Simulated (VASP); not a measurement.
# Eu (Im-3m) in VASP: further runs

Eu is run at these levels: PBE; tasks: single point, relaxation of cell and atoms.

All numbers are computed with VASP 6.6.1; they aren't measurements. Logs are shortened: lines on timing, memory, paths and dates and some standing lists are left out, and cuts for length are marked.

## (1) The cell of the first run

The structure is cubic, space group Im-3m (No. 229). The conventional cell has a = 3.835 Å, b = 3.835 Å, c = 3.835 Å, α = 90.00°, β = 90.00°, γ = 90.00°. Eu (site symmetry m-3m) has 14 Eu at 3.32 to 3.84 Å within 4.4 Å.

## (2) Single point, PBE, collinear spin, ferromagnetic start

File INCAR:

```
PREC = Accurate ; ENCUT = 520
EDIFF = 1E-6 ; ISMEAR = -1
SIGMA = 0.08 ; LREAL = F
LASPH = T ; NELM = 150
ALGO = Normal ; ISIF = 2
LWAVE = F ; LCHARG = F
ISPIN = 2 ; MAGMOM = 7
LORBIT = 11 ; LMAXMIX = 6
GGA = PE ; NBANDS = 18
```

File KPOINTS:

```
Automatic mesh
0
Gamma
  14 14 14
```

File POSCAR:

```
Eu
1.0
   -1.9177418157      1.9177418157      1.9177418157
    1.9177418157     -1.9177418157      1.9177418157
    1.9177418157      1.9177418157     -1.9177418157
Eu
1
Direct
    0.0000000000      0.0000000000      0.0000000000
```

Potentials or basis: VASP PAW PBE potentials, release 64 (Eu).

On the command line:

```sh
$ cat potpaw_PBE.64/Eu/POTCAR > POTCAR
$ mpirun -np 1 vasp_std > vasp.out
```

OUTCAR:

```text
PREC = Accurate
   ENCUT = 520
   EDIFF = 1E-6
   ISMEAR = -1
   LREAL = F
   LASPH = T
   NELM = 150
   ISIF = 2
   ISPIN = 2
   LORBIT = 11
   GGA = PE

 ion  position               nearest neighbor table
   1  0.000  0.000  0.000-

  LATTYP: Found a body centered cubic cell.
 ALAT       =     3.8354836314

  Lattice vectors:

 A1 = (  -1.9177418157,   1.9177418157,   1.9177418157)
 A2 = (   1.9177418157,  -1.9177418157,   1.9177418157)
 A3 = (   1.9177418157,   1.9177418157,  -1.9177418157)

Analysis of symmetry for initial positions (statically):
=====================================================================
 Subroutine PRICEL returns:
 Original cell was already a primitive cell.

 Routine SETGRP: Setting up the symmetry group for a
 body centered cubic supercell.

 Subroutine GETGRP returns: Found 48 space group operations
 (whereof 48 operations were pure point group operations)
 out of a pool of 48 trial point group operations.

The static configuration has the point symmetry O_h .

Analysis of symmetry for dynamics (positions and initial velocities):
=====================================================================
 Subroutine PRICEL returns:
 Original cell was already a primitive cell.

 Routine SETGRP: Setting up the symmetry group for a
 body centered cubic supercell.

 Subroutine GETGRP returns: Found 48 space group operations
 (whereof 48 operations were pure point group operations)
 out of a pool of 48 trial point group operations.

The dynamic configuration has the point symmetry O_h .

Analysis of structural, dynamic, and magnetic symmetry:
=====================================================================
 Subroutine PRICEL returns:
 Original cell was already a primitive cell.

 Routine SETGRP: Setting up the symmetry group for a
 body centered cubic supercell.

 Subroutine GETGRP returns: Found 48 space group operations
 (whereof 48 operations were pure point group operations)
 out of a pool of 48 trial point group operations.

The overall configuration has the point symmetry O_h .

 Subroutine INISYM returns: Found 48 space group operations
 (whereof 48 operations are pure point group operations),
 and found     1 'primitive' translations

----------------------------------------------------------------------------------------

                                     Primitive cell

  volume of cell :      28.2118

[... 98 lines left out ...]
   NUPDOWN=      -1.0000    fix difference up-down
   EMIN   =  10.00;   EMAX   =-10.00  energy-range for DOS
   EFERMI =   0.00;   METHOD = LEGACY
   ISMEAR =    -1;   SIGMA  =   0.08  broadening in eV -4-tet -1-fermi 0-gaus
   EFERMI_NEDOS =   21; number of points for ismear=-14 and -15
   IALGO  =     38    algorithm
   IMIX   =      4    mixing-type and parameters
     AMIX     =   0.40;   BMIX     =  1.00
     AMIX_MAG =   1.60;   BMIX_MAG =  1.00
  volume/ion in A,a.u.               =      28.21       190.38
  Fermi-wavevector in a.u.,A,eV,Ry     =   1.382763  2.613043 26.014786  1.912033
  Thomas-Fermi vector in A             =   2.507424
   LORBIT       =     11    0 simple, 1 ext, 2 COOP (PROOUT), +10 PAW based schemes
   GGA     = PE    functional components
   LHFCALC =     F    Hartree Fock is set to
   AEXX    =    0.0000 exact exchange contribution
   IVDW    =     0    specifies the selected vdW correction
   LEPSILON=     F    determine dielectric tensor
   LRPA    =     F    only Hartree local field effects (RPA)
 spin polarized calculation
  energy-cutoff  :      520.00
  volume of cell :       28.21
 maximum number of plane-waves:       771
 NGX is ok and might be reduce to    28
   NGX = 13   NGY = 13   NGZ = 13

 number of electron      17.0000001 magnetization       7.1877080

 Free energy of the ion-electron system (eV)
  ---------------------------------------------------
  ext. energy  EPLUGINS =         0.00000000
  ---------------------------------------------------
  free energy    TOTEN  =       -11.10772064 eV

  energy without entropy =      -11.07079136  energy(sigma->0) =      -11.08925600

 E-fermi :   3.8538     XC(G=0): -10.6018

 val. band max:        3.8409225037   @ k =  -0.3571  -0.4286   0.1429
 cond. band min:       3.8584016799   @ k =  -0.2857   0.5000   0.0714
 fundamental gap:      0.0174791763
 Fermi energy:         3.8537639576

 spin component 1

 k-point     1 :       0.0000    0.0000    0.0000
  band No.  band energies     occupation
      1     -37.6599      1.00000
      2     -15.6670      1.00000
      3     -15.6670      1.00000
      4     -15.6670      1.00000
      5      -0.9051      1.00000
      6       3.0802      0.99994
[... 493 lines left out ...]
     17      12.7420      0.00000
     18      14.5361      0.00000

 [... further k-points ...]

 spin component 2

 k-point     1 :       0.0000    0.0000    0.0000
  band No.  band energies     occupation
      1     -34.6050      1.00000
      2     -13.3102      1.00000
      3     -13.3102      1.00000
      4     -13.3102      1.00000
      5       0.1390      1.00000
      6       7.1254      0.00000
[... 493 lines left out ...]
     17      14.3671      0.00000
     18      16.0734      0.00000

 [... further k-points ...]

------------------------ aborting loop because EDIFF is reached ----------------------------------------

  FORCE on cell =-STRESS in cart. coord.  units (eV):
  Direction    XX          YY          ZZ          XY          YZ          ZX
  --------------------------------------------------------------------------------------
  -------------------------------------------------------------------------------------
  Total        1.9028573      1.9028573      1.9028573     -0.0000000      0.0000000      0.0000000
  in kB      108.0653362    108.0653362    108.0653362     -0.0000000      0.0000000      0.0000000
  external PRESSURE =     108.0653362 kB  Pullay stress =       0.0000000 kB

 VOLUME and BASIS-vectors are now :
 -----------------------------------------------------------------------------
  energy-cutoff  :      520.00
  volume of cell :       28.21
      direct lattice vectors                 reciprocal lattice vectors
    -1.917741816  1.917741816  1.917741816     0.000000000  0.260723313  0.260723313
     1.917741816 -1.917741816  1.917741816     0.260723313  0.000000000  0.260723313
     1.917741816  1.917741816 -1.917741816     0.260723313  0.260723313  0.000000000

 POSITION                                       TOTAL-FORCE (eV/Angst)
 -----------------------------------------------------------------------------------
      0.00000      0.00000      0.00000        -0.000000     -0.000000     -0.000000
 -----------------------------------------------------------------------------------
    total drift:                               -0.000000     -0.000000     -0.000000

  FREE ENERGIE OF THE ION-ELECTRON SYSTEM (eV)
  ---------------------------------------------------
  free  energy   TOTEN  =       -11.1077206406 eV

  energy  without entropy=      -11.0707913645  energy(sigma->0) =      -11.08925600

 total charge

# of ion       s       p       d       f       tot
--------------------------------------------------
    1        2.109   5.675   0.553   6.532  14.870

 magnetization (x)

# of ion       s       p       d       f       tot
--------------------------------------------------
    1        0.005  -0.078   0.193   6.517   6.637
```

stdout:

```text
POSCAR found type information on POSCAR Eu
 POSCAR found :  1 types and       1 ions
 scaLAPACK will be used
 LDA part: xc-table for (Slater+PW92), standard interpolation
 POSCAR, INCAR and KPOINTS ok, starting setup
 FFT: planning ... GRIDC
 FFT: planning ... GRID_SOFT
 FFT: planning ... GRID
 WAVECAR not read
 entering main loop
```

Run time: 74 s. Hardware: 1 thread of Intel Xeon 6975P-C (Granite Rapids), shared host; peak memory 0.24 GiB.

What came out:

```
Free energy                                           : -11.1077 eV
Pressure                                              : 10.8 GPa
Net moment                                            : 7.19 μB per cell
Site moments                                          : Eu +6.64 μB
Valence electrons inside the program's atomic spheres : Eu 14.87
```

Caveat: spin-orbit coupling is left out, which moves the levels of the heavy elements. The state reached can hang on the start; a lower one may exist.

## (3) Single point, PBE, collinear spin, ferromagnetic start

This run uses another cell than the first one, of 28.28 Å³/atom, 1.002 times its volume.

File INCAR:

```
PREC = Accurate
ENCUT = 520
EDIFF = 1E-6
ISMEAR = -1
SIGMA = 0.08
LREAL = False
LASPH = True
NELM = 150
ALGO = Normal
ISIF = 2
LWAVE = False
LCHARG = True
ISPIN = 2
MAGMOM = 7
LORBIT = 11
LMAXMIX = 6
GGA = PE
LELF = True
LVHAR = True
NBANDS = 18
```

KPOINTS is that of step 2.

File POSCAR:

```
Eu
1.0
   -1.9193017825      1.9193017825      1.9193017825
    1.9193017825     -1.9193017825      1.9193017825
    1.9193017825      1.9193017825     -1.9193017825
Eu
1
Direct
    0.0000000000      0.0000000000      0.0000000000
```

Potentials or basis: VASP PAW PBE potentials, release 64 (Eu).

On the command line:

```sh
$ cat potpaw_PBE.64/Eu/POTCAR > POTCAR
$ mpirun -np 1 vasp_std > vasp.out
```

OUTCAR:

```text
PREC = Accurate
   ENCUT = 520
   EDIFF = 1E-6
   ISMEAR = -1
   LREAL = False
   LASPH = True
   NELM = 150
   ISIF = 2
   ISPIN = 2
   LORBIT = 11
   GGA = PE

 ion  position               nearest neighbor table
   1  0.000  0.000  0.000-

  LATTYP: Found a body centered cubic cell.
 ALAT       =     3.8386035650

  Lattice vectors:

 A1 = (  -1.9193017825,   1.9193017825,   1.9193017825)
 A2 = (   1.9193017825,  -1.9193017825,   1.9193017825)
 A3 = (   1.9193017825,   1.9193017825,  -1.9193017825)

Analysis of symmetry for initial positions (statically):
=====================================================================
 Subroutine PRICEL returns:
 Original cell was already a primitive cell.

 Routine SETGRP: Setting up the symmetry group for a
 body centered cubic supercell.

 Subroutine GETGRP returns: Found 48 space group operations
 (whereof 48 operations were pure point group operations)
 out of a pool of 48 trial point group operations.

The static configuration has the point symmetry O_h .

Analysis of symmetry for dynamics (positions and initial velocities):
[... 683 lines left out ...]

 [... further k-points ...]

 spin component 2

 k-point     1 :       0.0000    0.0000    0.0000
  band No.  band energies     occupation
      1     -34.6166      1.00000
      2     -13.3281      1.00000
      3     -13.3281      1.00000
      4     -13.3281      1.00000
      5       0.1244      1.00000
      6       7.1100      0.00000
[... 493 lines left out ...]
     17      14.3265      0.00000
     18      16.0175      0.00000

 [... further k-points ...]

------------------------ aborting loop because EDIFF is reached ----------------------------------------

  FORCE on cell =-STRESS in cart. coord.  units (eV):
  Direction    XX          YY          ZZ          XY          YZ          ZX
  --------------------------------------------------------------------------------------
  -------------------------------------------------------------------------------------
  Total        1.8876714      1.8876714      1.8876714     -0.0000000      0.0000000     -0.0000000
  in kB      106.9417260    106.9417260    106.9417260     -0.0000000      0.0000000     -0.0000000
  external PRESSURE =     106.9417260 kB  Pullay stress =       0.0000000 kB

 VOLUME and BASIS-vectors are now :
 -----------------------------------------------------------------------------
  energy-cutoff  :      520.00
  volume of cell :       28.28
      direct lattice vectors                 reciprocal lattice vectors
    -1.919301783  1.919301783  1.919301783     0.000000000  0.260511403  0.260511403
     1.919301783 -1.919301783  1.919301783     0.260511403  0.000000000  0.260511403
     1.919301783  1.919301783 -1.919301783     0.260511403  0.260511403  0.000000000

 POSITION                                       TOTAL-FORCE (eV/Angst)
 -----------------------------------------------------------------------------------
      0.00000      0.00000      0.00000         0.000000      0.000000     -0.000000
 -----------------------------------------------------------------------------------
    total drift:                                0.000000     -0.000000     -0.000000

  FREE ENERGIE OF THE ION-ELECTRON SYSTEM (eV)
  ---------------------------------------------------
  free  energy   TOTEN  =       -11.1123998751 eV

  energy  without entropy=      -11.0754086773  energy(sigma->0) =      -11.09390428

 total charge

# of ion       s       p       d       f       tot
--------------------------------------------------
    1        2.109   5.676   0.551   6.532  14.868

 magnetization (x)

# of ion       s       p       d       f       tot
--------------------------------------------------
    1        0.005  -0.078   0.192   6.518   6.637
```

OSZICAR:

```text
N       E                     dE             d eps       ncg     rms          rms(c)
DAV:   1     0.887115963063E+02    0.88712E+02   -0.66040E+03  9374   0.443E+03
DAV:   2     0.354310624040E+01   -0.85168E+02   -0.76053E+02  9174   0.289E+02
DAV:   3    -0.717212052410E+01   -0.10715E+02   -0.10405E+02 10918   0.925E+01
DAV:   4    -0.863266762010E+01   -0.14605E+01   -0.14343E+01 14482   0.251E+01
DAV:   5    -0.870009627886E+01   -0.67429E-01   -0.67273E-01 12444   0.620E+00    0.325E+01
DAV:   6    -0.120754566016E+02   -0.33754E+01   -0.57666E+00  9314   0.692E+01    0.206E+01
DAV:   7    -0.110895546702E+02    0.98590E+00   -0.34142E+00  9338   0.473E+01    0.184E+01
DAV:   8    -0.111211708495E+02   -0.31616E-01   -0.40334E-01 12746   0.126E+01    0.768E+00
DAV:   9    -0.112133348659E+02   -0.92164E-01   -0.42283E-01 10208   0.139E+01    0.100E+01
DAV:  10    -0.111123535073E+02    0.10098E+00   -0.17006E-01 10472   0.959E+00    0.384E+00
DAV:  11    -0.111122144381E+02    0.13907E-03   -0.11270E-02 14150   0.164E+00    0.128E+00
DAV:  12    -0.111123891079E+02   -0.17467E-03   -0.12558E-03 12668   0.393E-01    0.574E-01
DAV:  13    -0.111125567269E+02   -0.16762E-03   -0.23944E-04 13734   0.193E-01    0.321E-01
DAV:  14    -0.111124708746E+02    0.85852E-04   -0.72894E-05 13300   0.170E-01    0.190E-01
DAV:  15    -0.111123993491E+02    0.71525E-04   -0.18089E-04  9336   0.300E-01    0.257E-02
DAV:  16    -0.111124002704E+02   -0.92122E-06   -0.12465E-05 13638   0.276E-02    0.124E-02
DAV:  17    -0.111123998751E+02    0.39529E-06   -0.81576E-07  5206   0.208E-02
   1 F= -.11112400E+02 E0= -.11093904E+02  d E =-.369912E-01  mag=     7.1868
```

Wall time 77 s (1 thread of Intel Xeon 6975P-C (Granite Rapids), shared host); peak memory 0.24 GiB.

Results:

```
Free energy                                           : -11.1124 eV
Pressure                                              : 10.7 GPa
Net moment                                            : 7.19 μB per cell
Site moments                                          : Eu +6.64 μB
Valence electrons inside the program's atomic spheres : Eu 14.87
```

Caveat: spin-orbit coupling is left out, which moves the levels of the heavy elements. The state reached can hang on the start; a lower one may exist.

(Continued in part 2 of 2.)
